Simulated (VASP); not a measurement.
SnTe:

```
Sn Te
1.0
     4.19401    0.00000    0.00000
    -2.09700    3.63212    0.00000
     0.00000    0.00000    4.17300
Sn Te
1 1
Direct
  0.66667 0.33333 0.50000
  0.00000 0.00000 0.00000
```

The cell was built from a structure type or drawn by symmetry, and may not be a known phase.

* Program: VASP 6.6.1
* Task: relaxation of cell and atoms
* Functional: PBE
* Potentials or basis: VASP PAW PBE potentials, release 64 (Sn_d, Te)
* Cutoff: 600 eV
* k mesh: 18 × 18 × 14
* Occupations: gaussian, width 0.1 eV
* Spin: no spin polarisation

At the start: pressure 1.1 GPa; volume 31.78 Å³/atom.

Q: How do energy, volume and symmetry change on relaxing?

A: Over 5 steps the energy falls by 4.2 meV/atom and the volume is 32.98 Å³/atom (+3.8 %); space group P-6m2 (No. 187, to 0.1 Å) before and after.

Step by step:
| step | energy change (eV) | largest force (eV/Å) | pressure (GPa) | volume (Å³) |
| --- | --- | --- | --- | --- |
| 1 | 0.0000 | 0.0000 | 1.10 | 63.57 |
| 2 | -0.0065 | 0.0000 | -0.07 | 65.59 |
| 3 | -0.0065 | 0.0000 | -0.05 | 65.54 |
| 4 | -0.0078 | 0.0000 | -0.05 | 65.70 |
| 5 | -0.0085 | 0.0000 | -0.03 | 65.95 |

Final structure:
```xyz
2
Lattice="4.2790 0.0000 0.0000 -2.1395 3.7058 0.0000 0.0000 0.0000 4.1592" Properties=species:S:1:pos:R:3 pbc="T T T"
Sn    2.1395    1.2353    2.0796
Te    0.0000    0.0000    0.0000
```
